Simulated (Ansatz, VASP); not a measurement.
**One calculation of AlNi, two programs**

File INCAR:

```
PREC = Accurate ; ENCUT = 520
EDIFF = 1E-6 ; ISMEAR = 0
SIGMA = 0.15 ; LREAL = F
LASPH = T ; NELM = 100
ALGO = Fast ; ISIF = 2
LWAVE = F ; LCHARG = F
GGA = PE ; NBANDS = 28
```

Contents of KPOINTS:

```
regular mesh
0
Gamma
  20 20 7
```

POSCAR

```
AlNi
1.0
    0.0000000000     -2.8930835334      0.0000000000
    0.0000000000      0.0000000000     -2.8930835334
    8.6792506003     -1.2055479084      1.2055479084
Al Ni
3 3
Direct
   -0.3819680550      1.3819680550      0.9166500000
   -0.1041680550      1.1041680550      0.2499833333
   -0.2430680550      1.2430680550      0.5833166667
    0.4652819450      0.5347180550      0.0833166667
    0.3263819450      0.6736180550      0.4166500000
    0.1874819450      0.8125180550      0.7499833333
```

Input for Ansatz:

```yaml
crystal:
  lattice:
    - [0.0, -2.8930835334, 0.0]
    - [0.0, 0.0, -2.8930835334]
    - [8.6792506003, -1.2055479084, 1.2055479084]
  atoms:
    - { symbol: Al, position: [-0.381968055, 1.381968055, 0.91665] }
    - { symbol: Al, position: [-0.104168055, 1.104168055, 0.2499833333] }
    - { symbol: Al, position: [-0.243068055, 1.243068055, 0.5833166667] }
    - { symbol: Ni, position: [0.465281945, 0.534718055, 0.0833166667] }
    - { symbol: Ni, position: [0.326381945, 0.673618055, 0.41665] }
    - { symbol: Ni, position: [0.187481945, 0.812518055, 0.7499833333] }
basis:
  ecutwfc: 420
kpoints:
  mp_grid: { grid: [20, 20, 7] }
hamiltonian:
  xc: pbe
scf:
  occupations: { method: gaussian, width: 0.15 }
output:
  forces: true
  stress: true
  eigenvalues: true
  write_density: true
  write_potential: true
  elf: true
  volumetric_format: npy
```

Alike in both runs: task single point; functional PBE; k mesh 20 × 20 × 7; occupations gaussian, width 0.15 eV; no spin polarisation.

|  | VASP | Ansatz |
| --- | --- | --- |
| version | VASP 6.6.1 | Ansatz 0.2.0 |
| potentials or method | VASP PAW PBE potentials, release 64 (Al, Ni), cutoff 520 eV | scalar-relativistic, plane waves, PAW |
| valence electrons in the cell | 39 | 63 |

Ansatz gave:

| Property | Result |
| --- | --- |
| gap on the k mesh at the Fermi level (eV) | none |
| rms of the force components (eV/Å) | 9.712 |

What did VASP give for the same quantities?

gap on the k mesh at the Fermi level (eV): none; rms of the force components (eV/Å): 8.691.

Atom by atom the forces differ by 1.021 eV/Å (rms over components). A gap of «none» marks a metal or a gap that the smearing closes. VASP's potentials hold 39 valence electrons a cell and Ansatz's 63, so a difference there can come from the potentials and not from the codes.
